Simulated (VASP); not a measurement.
Wanted: the native input for a VASP 6.6.1 run.

| Property | Result |
| --- | --- |
| Task | single point |
| Functional | r2SCAN |
| Potentials or basis | VASP PAW PBE potentials, release 64 (Ti_sv, Co) |
| Cutoff | 520 eV |
| k mesh | 14 × 14 × 14 |
| Occupations | gaussian, width 0.15 eV |
| Spin | collinear spin, ferrimagnetic start |
| Starting moments | [-0.7, 1.46, 1.46, 1.46] μB |
| Dipole correction | no |
| Further INCAR settings | ALGO = Normal; EDIFF = 1e-06; NBANDS = 32 |

TiCo3:

```
CELL_PARAMETERS angstrom
3.40784 0.00000 0.00000
0.00000 3.40784 0.00000
0.00000 0.00000 3.40784
ATOMIC_POSITIONS crystal
Ti 0.00000 0.00000 0.00000
Co 0.00000 0.50000 0.50000
Co 0.50000 0.00000 0.50000
Co 0.50000 0.50000 0.00000
```

This cell differs from its parent crystal: strain -0.050 along x and y, -0.050 along z.

These files were run (other wordings do the same):

POSCAR

```
TiCo3
1.0
    3.4078416968      0.0000000000      0.0000000000
    0.0000000000      3.4078416968      0.0000000000
    0.0000000000      0.0000000000      3.4078416968
Ti Co
1 3
Direct
    0.0000000000      0.0000000000      0.0000000000
    0.0000000000      0.5000000000      0.5000000000
    0.5000000000      0.0000000000      0.5000000000
    0.5000000000      0.5000000000      0.0000000000
```

INCAR.step1

```
SYSTEM = TiCo3
PREC = Accurate
ENCUT = 520
ISMEAR = 0
SIGMA = 0.15
LREAL = .FALSE.
LASPH = .TRUE.
NELM = 150
ISPIN = 2
MAGMOM = -0.7 1.46 1.46 1.46
LMAXMIX = 4
NBANDS = 32
GGA = PE
ALGO = Normal
EDIFF = 1E-4
LWAVE = .TRUE.
LCHARG = .FALSE.
```

INCAR.step2

```
SYSTEM = TiCo3
PREC = Accurate
ENCUT = 520
EDIFF = 1E-6
ISMEAR = 0
SIGMA = 0.15
LREAL = .FALSE.
LASPH = .TRUE.
NELM = 150
ALGO = Normal
ISIF = 2
LWAVE = .FALSE.
LCHARG = .FALSE.
ISPIN = 2
MAGMOM = -0.7 1.46 1.46 1.46
LORBIT = 11
LMAXMIX = 4
METAGGA = R2SCAN
LMIXTAU = .TRUE.
NBANDS = 32
ISTART = 1
```

KPOINTS

```
Automatic mesh
0
G
  14 14 14
  0 0 0
```

Potentials or basis: VASP PAW PBE potentials, release 64 (Ti_sv, Co).

Launch:

```sh
$ cat potpaw_PBE.64/Ti_sv/POTCAR potpaw_PBE.64/Co/POTCAR > POTCAR
$ cp INCAR.step1 INCAR
$ mpirun -np 1 vasp_std > vasp.out
$ cp INCAR.step2 INCAR
$ mpirun -np 1 vasp_std > vasp.out
```

It gave:

The pressure is 35.3 GPa and the net moment is -0.03 μB per cell. The valence electrons inside the program's atomic spheres are Ti 10.65; Co 8.73.

Caveat: the cell differs from its parent crystal (strain -0.050 along x and y, -0.050 along z); the cell stands under pressure; the moments typed at the start vanished in this run; the PAW data sets were made with another functional, which shifts forces and pressure a little.

Wall time 37 min on 1 thread of Intel(R) Xeon(R) Platinum 8259CL CPU @ 2.50GHz (Skylake/Cascade Lake), on a shared host, peak memory 0.35 GiB.
